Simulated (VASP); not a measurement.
A run of VASP 6.6.1:

The input POSCAR:

```
Mo
1.0
    2.8175757091      0.0000000000      0.0000000000
   -1.4087878546      2.4400921412      0.0000000000
    0.0000000000      0.0000000000      2.5935084105
Mo
1
Direct
    0.0000000000      0.0000000000      0.5000000000
```

Contents of INCAR.step1:

```
SYSTEM = Mo
PREC = Accurate
ENCUT = 520
ISMEAR = 0
SIGMA = 0.15
LREAL = .False.
LASPH = .True.
NELM = 80
NBANDS = 13
GGA = PE
ALGO = Normal
EDIFF = 1E-4
LWAVE = .True.
LCHARG = .False.
```

Contents of INCAR.step2:

```
SYSTEM = Mo
PREC = Accurate
ENCUT = 520
EDIFF = 1E-7
ISMEAR = 0
SIGMA = 0.15
LREAL = .False.
LASPH = .True.
NELM = 80
ALGO = Normal
ISIF = 2
LWAVE = .False.
LCHARG = .False.
METAGGA = R2SCAN
LMIXTAU = .True.
NBANDS = 13
ISTART = 1
```

File KPOINTS:

```
regular mesh
0
Gamma
  18 18 18
  0 0 0
```

Potentials or basis: VASP PAW PBE potentials, release 64 (Mo_sv).

Command:

```sh
$ cat potpaw_PBE.64/Mo_sv/POTCAR > POTCAR
$ cp INCAR.step1 INCAR
$ mpirun -np 1 vasp_std > vasp.out
$ cp INCAR.step2 INCAR
$ mpirun -np 1 vasp_std > vasp.out
```

Hardware: 1 thread of Intel(R) Xeon(R) 6975P-C (Granite Rapids) (shared host).

**Question.** How long does it take, and how much memory?

**Answer.** Wall time 96 s on 1 thread of Intel(R) Xeon(R) 6975P-C (Granite Rapids), with other jobs on the host, peak memory 0.2 GiB. Counts: k points 370.
